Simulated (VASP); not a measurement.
Si3H2C4: single point with PBEsol

The system is Si3H2C4, a slab with vacuum.

```
CELL_PARAMETERS angstrom
6.16124 0.00000 0.00000
0.00000 3.08062 0.00000
0.00000 0.00000 20.03739
ATOMIC_POSITIONS crystal
C 0.50000 0.50000 0.23219
C 0.00000 0.50000 0.23219
C 0.75000 0.00000 0.34090
C 0.25000 0.00000 0.34090
C 0.99744 0.50000 0.46611
C 0.50152 0.50000 0.44914
C 0.38704 0.00000 0.56067
C 0.60993 0.00000 0.56761
Si 0.25000 0.50000 0.28654
Si 0.75000 0.50000 0.28654
Si 0.50061 0.00000 0.39579
Si 0.99850 0.00000 0.40330
Si 0.71940 0.50000 0.51706
Si 0.27532 0.50000 0.51348
H 0.50000 0.22490 0.19836
H 0.50000 0.77510 0.19836
H 0.00000 0.77473 0.19824
H 0.00000 0.22527 0.19824
```

* Program: VASP 6.6.1
* Task: single point
* Functional: PBEsol
* Potentials or basis: VASP PAW PBE potentials, release 64 (C, Si, H)
* Cutoff: 520 eV
* k mesh: 4 × 8 × 1
* Occupations: gaussian, width 0.05 eV
* Spin: no spin polarisation
* Dipole correction: yes
* Further INCAR settings: LREAL = Auto; ALGO = Normal; EDIFF = 1e-07; NBANDS = 45

```yaml
Largest_force: 2.008 eV/Å
Band_gap_on_the_k_mesh: zero (band 30 reaches 1.48 eV, above the bottom of band 31 at 0.56 eV)
```

Forces in eV/Å, atoms in the order of the input:
```
C    0.002  0.000  0.738
C    0.000  0.000  0.578
C    0.549  0.000  0.921
C   -0.549  0.000  1.052
C    0.003  0.000  0.013
C   -0.009  0.000 -0.009
C   -0.081  0.000 -0.577
C    0.076  0.000 -2.006
Si  -0.389  0.000 -0.294
Si   0.390  0.000 -0.310
Si   0.002  0.000 -0.006
Si  -0.001  0.000 -0.004
Si   0.014  0.000  0.001
Si  -0.013  0.000 -0.001
H    0.001 -0.029 -0.029
H    0.001  0.029 -0.029
H    0.001  0.026 -0.019
H    0.001 -0.026 -0.019
```

Levels at points of the mesh, in eV from the Fermi level:
| k point | band 27 | band 28 | band 29 | band 30 | band 31 | band 32 | band 33 | band 34 |
| --- | --- | --- | --- | --- | --- | --- | --- | --- |
| (0.00, 0.00, 0.00) | -1.91 | -1.82 | -1.41 | 0.33 | 0.77 | 0.95 | 2.49 | 2.70 |
| (0.50, 0.00, 0.00) | -1.99 | -1.88 | -1.73 | 0.48 | 0.66 | 2.33 | 2.54 | 2.91 |
| (0.00, 0.50, 0.00) | -2.67 | -2.01 | -1.91 | -1.79 | -0.44 | 1.14 | 2.38 | 2.61 |
| (0.50, 0.50, 0.00) | -3.59 | -3.39 | -2.83 | -2.56 | 0.35 | 1.92 | 2.34 | 2.64 |

It took 4.7 min on 1 thread of AMD EPYC 9R45 96-Core Processor (Zen 5), with other jobs on the host, peak memory 0.48 GiB.

Caveat: the PAW data sets were made with another functional, which shifts forces and pressure a little.
